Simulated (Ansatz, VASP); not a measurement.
## Sn2TeAs2: VASP beside Ansatz

```xyz
5
Lattice="5.3692 0.0000 0.0000 -2.6846 4.6498 0.0000 0.0000 0.0000 5.7978" Properties=species:S:1:pos:R:3 pbc="T T T"
Sn    0.0000    3.0999    0.0000
Sn    2.6846    1.5499    0.0000
Te    0.0000    0.0000    0.0000
As    0.0000    3.0999    2.8989
As    2.6846    1.5499    2.8989
```

Alike in both runs: functional PBE; k mesh 12 × 12 × 8; occupations gaussian, width 0.1 eV; no spin polarisation.

Ansatz relaxed the structure, and its values are those at the end. VASP's run is a single point on that final structure, the one shown.

|  | VASP | Ansatz |
| --- | --- | --- |
| version | VASP 6.6.1 | Ansatz 0.2.0 |
| potentials or method | VASP PAW PBE potentials, release 64 (Sn_d, Te, As), cutoff 520 eV | scalar-relativistic, plane waves, PAW |
| valence electrons in the cell | 44 | 74 |

```csv
,VASP,Ansatz,Ansatz less VASP
gap on the k mesh at the Fermi level (eV),none,none,-
pressure (GPa),0.0,0.0,+0.01
```

A gap of «none» marks a metal or a gap that the smearing closes. VASP's potentials hold 44 valence electrons a cell and Ansatz's 74, so a difference there can come from the potentials and not from the codes.

Spin-orbit coupling is off throughout.
